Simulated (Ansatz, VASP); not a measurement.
## One calculation of Mg3Sb2, two programs

```
Mg Sb
1.0
     4.59387    0.00000    0.00000
    -2.29693    3.97841    0.00000
     0.00000    0.00000    7.27428
Mg Sb
3 2
Direct
  0.33333 0.66667 0.63196
  0.66667 0.33333 0.36804
  0.00000 0.00000 0.00000
  0.33333 0.66667 0.22563
  0.66667 0.33333 0.77437
```

Alike in both runs: functional PBE; k mesh 12 × 12 × 6; occupations gaussian, width 0.01 eV; no spin polarisation.

Ansatz relaxed the structure, and its values are those at the end. VASP's run is a single point on that final structure, the one shown.

|  | VASP | Ansatz |
| --- | --- | --- |
| version | VASP 6.6.1 | Ansatz 0.2.0 |
| potentials or method | VASP PAW PBE potentials, release 64 (Mg, Sb), cutoff 600 eV | scalar-relativistic, plane waves, PAW |
| valence electrons in the cell | 16 | 60 |

```csv
,VASP,Ansatz,Ansatz less VASP
gap on the k mesh at the Fermi level (eV),0.08,0.11,+0.025
least direct gap on the mesh (eV),1.02,1.03,+0.007
pressure (GPa),0.1,0.0,-0.04
rms of the force components (eV/Å),0.004,0.002,-0.0019
```

VASP's potentials hold 16 valence electrons a cell and Ansatz's 60, so a difference there can come from the potentials and not from the codes.

Spin-orbit coupling is off throughout.
